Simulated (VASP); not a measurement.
A run of VASP 6.6.1:

File INCAR:

```
SYSTEM = Ti3Zn
  ALGO = All
  EDIFF = 1E-6
  ENCUT = 550
  GGA = CA
  GGA_COMPAT = .False.
  ISEARCH = 1
  ISIF = 2
  ISMEAR = 0
  KPAR = 4
  LASPH = .True.
  LCHARG = .False.
  LREAL = .False.
  LWAVE = .False.
  NBANDS = 32
  NELM = 300
  PREC = Accurate
  SIGMA = 0.15
```

KPOINTS

```
k-points
0
Gamma
  12 12 12
  0 0 0
```

POSCAR

```
Ti3Zn
1.0
    3.8401606460      0.0690120199      0.0690120199
    0.0690120199      3.8401606460      0.0690120199
    0.0690120199      0.0690120199      3.8401606460
Ti Zn
3 1
Direct
    0.0000000000      0.5000000000      0.5000000000
    0.5000000000      0.0000000000      0.5000000000
    0.5000000000      0.5000000000      0.0000000000
    0.0000000000      0.0000000000      0.0000000000
```

Potentials or basis: VASP PAW LDA potentials, release 64 (Ti_sv, Zn).

Run with:

```sh
$ cat potpaw_LDA.64/Ti_sv/POTCAR potpaw_LDA.64/Zn/POTCAR > POTCAR
$ mpirun -np 4 vasp_std > vasp.out
```

Hardware: 4 MPI ranks on Intel(R) Xeon(R) Platinum 8259CL CPU @ 2.50GHz (Skylake/Cascade Lake), on a shared host.

**Question.** Estimate the wall time of this run.

**Answer.** It took 87 s on 4 MPI ranks on Intel(R) Xeon(R) Platinum 8259CL CPU @ 2.50GHz (Skylake/Cascade Lake), on a shared host, peak memory 0.7 GiB a rank. Counts: scf iterations 21, k points 189.
